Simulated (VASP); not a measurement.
# HoO (P-6m2) in VASP: notebook

The runs below take HoO through single point, with PBE.

Program: VASP 6.6.1. These are calculated values, not measurements. Logs are shortened: lines on timing, memory, paths and dates and some standing lists are left out, and cuts for length are marked.

## (1) The cell of the first run

Symmetry: P-6m2, No. 187, hexagonal system. The conventional cell has a = 3.239 Å, b = 3.239 Å, c = 3.099 Å, α = 90.00°, β = 90.00°, γ = 120.00°. Within 3.3 Å of Ho (site symmetry -6m2) lie 6 O at 2.43 Å and 8 Ho at 3.10 to 3.24 Å. Within 3.3 Å of O (site symmetry -6m2) lie 6 Ho at 2.43 Å and 8 O at 3.10 to 3.24 Å.

The cell was generated, and may not be a known phase.

## (2) Single point, PBE

INCAR reads:

```
SYSTEM = HoO
ALGO = Normal
EDIFF = 1E-6
ENCUT = 600
GGA = PE
GGA_COMPAT = .False.
ISIF = 2
ISMEAR = 0
LASPH = .True.
LCHARG = .False.
LMAXMIX = 6
LREAL = .False.
LWAVE = .False.
NBANDS = 14
NELM = 200
PREC = Accurate
SIGMA = 0.1
```

KPOINTS reads:

```
k-points
0
Gamma
  18 18 18
  0 0 0
```

POSCAR reads:

```
HoO
1.0
    3.2390161428      0.0000000000      0.0000000000
   -1.6195080714      2.8050702630      0.0000000000
    0.0000000000      0.0000000000      3.0991777797
Ho O
1 1
Direct
    0.6666666667      0.3333333333      0.0000000000
    0.0000000000      0.0000000000      0.5000000000
```

Potentials or basis: VASP PAW PBE potentials, release 64 (Ho_3, O), 4f in core.

Command:

```
$ cat potpaw_PBE.64/Ho_3/POTCAR potpaw_PBE.64/O/POTCAR > POTCAR
$ mpirun -np 1 vasp_std > vasp.out
```

OUTCAR:

```text
SYSTEM = HoO
   EDIFF = 1E-6
   ENCUT = 600
   GGA = PE
   ISIF = 2
   ISMEAR = 0
   LASPH = .True.
   LREAL = .False.
   NELM = 200
   PREC = Accurate

 ion  position               nearest neighbor table
   1  0.667  0.333  0.000-   2 2.43   2 2.43   2 2.43   2 2.43   2 2.43   2 2.43
   2  0.000  0.000  0.500-   1 2.43   1 2.43   1 2.43   1 2.43   1 2.43   1 2.43

  LATTYP: Found a hexagonal cell.
 ALAT       =     3.2390161428
 C/A-ratio  =     0.9568269015

  Lattice vectors:

 A1 = (   3.2390161428,   0.0000000000,   0.0000000000)
 A2 = (  -1.6195080714,   2.8050702630,   0.0000000000)
 A3 = (   0.0000000000,   0.0000000000,   3.0991777797)

Analysis of symmetry for initial positions (statically):
=====================================================================
 Subroutine PRICEL returns:
 Original cell was already a primitive cell.

 Routine SETGRP: Setting up the symmetry group for a
 hexagonal supercell.

 Subroutine GETGRP returns: Found 12 space group operations
 (whereof 12 operations were pure point group operations)
 out of a pool of 24 trial point group operations.

The static configuration has the point symmetry D_3h.

Analysis of symmetry for dynamics (positions and initial velocities):
=====================================================================
 Subroutine PRICEL returns:
 Original cell was already a primitive cell.

 Routine SETGRP: Setting up the symmetry group for a
 hexagonal supercell.

 Subroutine GETGRP returns: Found 12 space group operations
 (whereof 12 operations were pure point group operations)
 out of a pool of 24 trial point group operations.

The dynamic configuration has the point symmetry D_3h.

 Subroutine INISYM returns: Found 12 space group operations
 (whereof 12 operations are pure point group operations),
 and found     1 'primitive' translations

----------------------------------------------------------------------------------------

                                     Primitive cell

  volume of cell :      28.1581

  direct lattice vectors                    reciprocal lattice vectors
     3.239016143  0.000000000  0.000000000     0.308735726  0.178248654  0.000000000
    -1.619508071  2.805070263  0.000000000     0.000000000  0.356497309  0.000000000
     0.000000000  0.000000000  3.099177780     0.000000000  0.000000000  0.322666227

  length of vectors
     3.239016143  3.239016143  3.099177780     0.356497309  0.356497309  0.322666227

  position of ions in fractional coordinates (direct lattice)
     0.666666667  0.333333333  0.000000000
     0.000000000  0.000000000  0.500000000

  ion indices of the primitive-cell ions
   primitive index   ion index
                 1           1
                 2           2

----------------------------------------------------------------------------------------

 KPOINTS: k-points

Automatic generation of k-mesh.
 Grid dimensions read from file:
 generate k-points for:   18   18   18

 Generating k-lattice:

  Cartesian coordinates                     Fractional coordinates (reciprocal lattice)
     0.017151985  0.009902703  0.000000000     0.055555556 -0.000000000  0.000000000
     0.000000000  0.019805406  0.000000000     0.000000000  0.055555556  0.000000000
     0.000000000  0.000000000  0.017925901     0.000000000  0.000000000  0.055555556

  Length of vectors
     0.019805406  0.019805406  0.017925901

  Shift w.r.t. Gamma in fractional coordinates (k-lattice)
     0.000000000  0.000000000  0.000000000

 Subroutine IBZKPT returns following result:
 ===========================================

 Found    370 irreducible k-points:

 Following reciprocal coordinates:
            Coordinates               Weight
  0.000000  0.000000  0.000000      1.000000
  0.055556 -0.000000  0.000000      6.000000
  0.111111 -0.000000  0.000000      6.000000
  0.166667  0.000000  0.000000      6.000000
  0.222222  0.000000  0.000000      6.000000
  0.277778  0.000000  0.000000      6.000000
[... 16 lines left out ...]
  0.333333  0.111111  0.000000     12.000000
  0.388889  0.111111  0.000000     12.000000
 [... further k-points ...]
   k-points           NKPTS =    370   k-points in BZ     NKDIM =    370   number of bands    NBANDS=     14
   number of dos      NEDOS =    301   number of ions     NIONS =      2
   total plane-waves  NPLWV =  21952
   dimension x,y,z NGX =    28 NGY =   28 NGZ =   28
   dimension x,y,z NGXF=    56 NGYF=   56 NGZF=   56
   ions per type =               1   1
   NGX,Y,Z   is equivalent  to a cutoff of  14.37, 14.37, 15.02 a.u.
   NGXF,Y,Z  is equivalent  to a cutoff of  28.74, 28.74, 30.04 a.u.
 SYSTEM =  HoO
   PREC   = accura    normal or accurate (medium, high low for compatibility)
   ISTART =      0    job   : 0-new  1-cont  2-samecut
   ICHARG =      2    charge: 1-file 2-atom 10-const
   ISPIN  =      1    spin polarized calculation?
   LNONCOLLINEAR =      F non collinear calculations
   LSORBIT =      F    spin-orbit coupling
   LASPH  =      T    aspherical Exc in radial PAW
   ENCUT  =  600.0 eV  44.10 Ry    6.64 a.u.   6.47  6.47  6.19*2*pi/ulx,y,z
   NELM   =    200;   NELMIN=  2; NELMDL= -5     # of ELM steps
   EDIFF  = 0.1E-05   stopping-criterion for ELM
   LREAL  =      F    real-space projection
[... 7 lines left out ...]
   TEBEG  =    0.0;   TEEND  =   0.0 temperature during run
   PSTRESS=    0.0 pullay stress
   NELECT =      15.0000    total number of electrons
   NUPDOWN=      -1.0000    fix difference up-down
   EMIN   =  10.00;   EMAX   =-10.00  energy-range for DOS
   EFERMI =   0.00;   METHOD = LEGACY
   ISMEAR =     0;   SIGMA  =   0.10  broadening in eV -4-tet -1-fermi 0-gaus
   EFERMI_NEDOS =   21; number of points for ismear=-14 and -15
   IALGO  =     38    algorithm
   IMIX   =      4    mixing-type and parameters
     AMIX     =   0.40;   BMIX     =  1.00
     AMIX_MAG =   1.60;   BMIX_MAG =  1.00
  volume/ion in A,a.u.               =      14.08        95.01
  Fermi-wavevector in a.u.,A,eV,Ry     =   1.327101  2.507858 23.962558  1.761198
  Thomas-Fermi vector in A             =   2.456439
   LORBIT       =      0    0 simple, 1 ext, 2 COOP (PROOUT), +10 PAW based schemes
   GGA     = PE    functional components
   LHFCALC =     F    Hartree Fock is set to
   AEXX    =    0.0000 exact exchange contribution
   IVDW    =     0    specifies the selected vdW correction
   LEPSILON=     F    determine dielectric tensor
   LRPA    =     F    only Hartree local field effects (RPA)
 non-spin polarized calculation
 Gauss-broadening in eV      SIGMA  =   0.10
  energy-cutoff  :      600.00
  volume of cell :       28.16
 maximum number of plane-waves:       972
 NGX is ok and might be reduce to    28
   NGX = 13   NGY = 13   NGZ = 13

 number of electron      15.0000002 magnetization

 Free energy of the ion-electron system (eV)
  ---------------------------------------------------
  ext. energy  EPLUGINS =         0.00000000
  ---------------------------------------------------
  free energy    TOTEN  =       -14.53215430 eV

  energy without entropy =      -14.52244532  energy(sigma->0) =      -14.52729981

 E-fermi :   6.1106     XC(G=0): -11.6101

 val. band max:        6.1064119237   @ k =   0.3889   0.0556   0.2778
 cond. band min:       6.1163074291   @ k =   0.1111   0.1111   0.3333
 fundamental gap:      0.0098955053
 Fermi energy:         6.1106494735

 k-point     1 :       0.0000    0.0000    0.0000
  band No.  band energies     occupation
      1     -17.8254      2.00000
      2     -17.8195      2.00000
      3     -17.8195      2.00000
      4     -14.1335      2.00000
      5       0.9688      2.00000
      6       0.9688      2.00000
      7       1.7003      2.00000
      8       3.9849      2.00000
      9       5.9576      1.96952
     10       9.6801      0.00000
     11       9.6801      0.00000
     12      12.4412      0.00000
     13      12.4412      0.00000
     14      17.5774      0.00000

 k-point     2 :       0.0556   -0.0000    0.0000
  band No.  band energies     occupation
      1     -17.8807      2.00000
      2     -17.8281      2.00000
      3     -17.8200      2.00000
      4     -14.0834      2.00000
      5       0.8510      2.00000
      6       0.9882      2.00000
      7       1.6678      2.00000
      8       4.0851      2.00000
      9       6.1206      0.88758
     10       9.5480      0.00000
     11       9.7383      0.00000
     12      12.4076      0.00000
     13      12.4199      0.00000
     14      17.7177      0.00000

 k-point     3 :       0.1111   -0.0000    0.0000
  band No.  band energies     occupation
      1     -18.0483      2.00000
      2     -17.8531      2.00000
      3     -17.8044      2.00000
      4     -13.9478      2.00000
      5       0.5559      2.00000
      6       1.0423      2.00000
      7       1.5752      2.00000
      8       4.3487      2.00000
      9       6.5658      0.00000
     10       9.2160      0.00000
     11       9.9147      0.00000
     12      12.3129      0.00000
     13      12.3525      0.00000
     14      18.0198      0.00000
[... 324 lines left out ...]
 k-point    23 :       0.3333    0.1111    0.0000
  band No.  band energies     occupation
      1     -19.1733      2.00000
      2     -18.1733      2.00000
      3     -17.6575      2.00000
      4     -13.0202      2.00000
      5      -0.8040      2.00000
      6       0.7973      2.00000
      7       1.2578      2.00000
      8       5.2594      2.00000
      9       8.5924      0.00000
     10      10.2848      0.00000
     11      10.6304      0.00000
     12      12.4859      0.00000
     13      13.4516      0.00000
     14      17.6749      0.00000

 k-point    24 :       0.3889    0.1111    0.0000
  band No.  band energies     occupation
      1     -19.2671      2.00000
      2     -18.2063      2.00000
      3     -17.6423      2.00000
      4     -12.9455      2.00000
      5      -0.8785      2.00000
      6       0.7245      2.00000
      7       1.2601      2.00000
      8       5.1373      2.00000
      9       8.9252      0.00000
     10      10.4813      0.00000
     11      10.6961      0.00000
     12      12.4754      0.00000
     13      14.2632      0.00000
     14      17.0525      0.00000

 [... further k-points ...]

------------------------ aborting loop because EDIFF is reached ----------------------------------------

  FORCE on cell =-STRESS in cart. coord.  units (eV):
  Direction    XX          YY          ZZ          XY          YZ          ZX
  --------------------------------------------------------------------------------------
  -------------------------------------------------------------------------------------
  Total        0.1519316      0.1519316      0.1585079      0.0000000      0.0000000      0.0000000
  in kB        8.6448083      8.6448083      9.0189964      0.0000000      0.0000000      0.0000000
  external PRESSURE =       8.7695377 kB  Pullay stress =       0.0000000 kB

 VOLUME and BASIS-vectors are now :
 -----------------------------------------------------------------------------
  energy-cutoff  :      600.00
  volume of cell :       28.16
      direct lattice vectors                 reciprocal lattice vectors
     3.239016143  0.000000000  0.000000000     0.308735726  0.178248654  0.000000000
    -1.619508071  2.805070263  0.000000000     0.000000000  0.356497309  0.000000000
     0.000000000  0.000000000  3.099177780     0.000000000  0.000000000  0.322666227

 POSITION                                       TOTAL-FORCE (eV/Angst)
 -----------------------------------------------------------------------------------
      1.61951      0.93502      0.00000        -0.000000     -0.000000      0.000000
      0.00000      0.00000      1.54959         0.000000      0.000000      0.000000
 -----------------------------------------------------------------------------------
    total drift:                               -0.000000     -0.000000      0.000000

  FREE ENERGIE OF THE ION-ELECTRON SYSTEM (eV)
  ---------------------------------------------------
  free  energy   TOTEN  =       -14.5321543041 eV

  energy  without entropy=      -14.5224453156  energy(sigma->0) =      -14.52729981
```

It took 86 s on 1 thread of AMD EPYC 9R45 (Zen 5), shared host; peak memory 0.29 GiB.

What came out:

```
Free energy            : -14.5322 eV
Pressure               : 0.9 GPa
Band gap on the k mesh : zero (an odd number of electrons rules out a gap without spin polarisation)
```

Caveat: spin-orbit coupling is left out, which moves the levels of the heavy elements; the 4f electrons are frozen in the core, so they carry no moment and show no levels; an odd number of electrons without spin polarisation forces a metal; a magnetic or distorted state may lie lower; the run has no spin polarisation, though such a crystal can be magnetic. With open d or f shells a metallic result of PBE can be an artefact of self-interaction; +U or a hybrid may open a gap.

## (3) Single point, PBE

INCAR reads:

```
ALGO = Normal ; EDIFF = 1E-6
ENCUT = 600 ; GGA = PE
GGA_COMPAT = False ; ISIF = 2
ISMEAR = 0 ; LASPH = True
LCHARG = False ; LMAXMIX = 6
LREAL = False ; LWAVE = False
NBANDS = 14 ; NELM = 200
PREC = Accurate ; SIGMA = 0.1
```

KPOINTS reads:

```
k-points
0
Gamma
  18 18 18
```

POSCAR is that of step 2.

Potentials or basis: VASP PAW PBE potentials, release 64 (Ho_3, O), 4f in core.

Command:

```
$ cat potpaw_PBE.64/Ho_3/POTCAR potpaw_PBE.64/O/POTCAR > POTCAR
$ mpirun -np 1 vasp_std > vasp.out
```

It took 85 s on 1 thread of AMD EPYC 9R45 (Zen 5), shared host; peak memory 0.29 GiB.

Results (log left out):

```
Free energy            : -14.5322 eV
Pressure               : 0.9 GPa
Band gap on the k mesh : zero (an odd number of electrons rules out a gap without spin polarisation)
```

Levels at points of the mesh, in eV from the Fermi level:
| k point | band 5 | band 6 | band 7 | band 8 | band 9 | band 10 |
| --- | --- | --- | --- | --- | --- | --- |
| (0.00, 0.00, 0.00) | -5.14 | -5.14 | -4.41 | -2.13 | -0.15 | 3.57 |
| (0.50, 0.00, 0.00) | -7.13 | -5.40 | -4.64 | -1.41 | 3.09 | 5.28 |
| (0.00, 0.00, 0.50) | -7.72 | -4.91 | -4.91 | 1.64 | 1.97 | 1.97 |
| (0.50, 0.00, 0.50) | -6.45 | -6.01 | -5.81 | 0.55 | 2.70 | 6.14 |

Caveat: spin-orbit coupling is left out, which moves the levels of the heavy elements; the 4f electrons are frozen in the core, so they carry no moment and show no levels; an odd number of electrons without spin polarisation forces a metal; a magnetic or distorted state may lie lower; the run has no spin polarisation, though such a crystal can be magnetic.
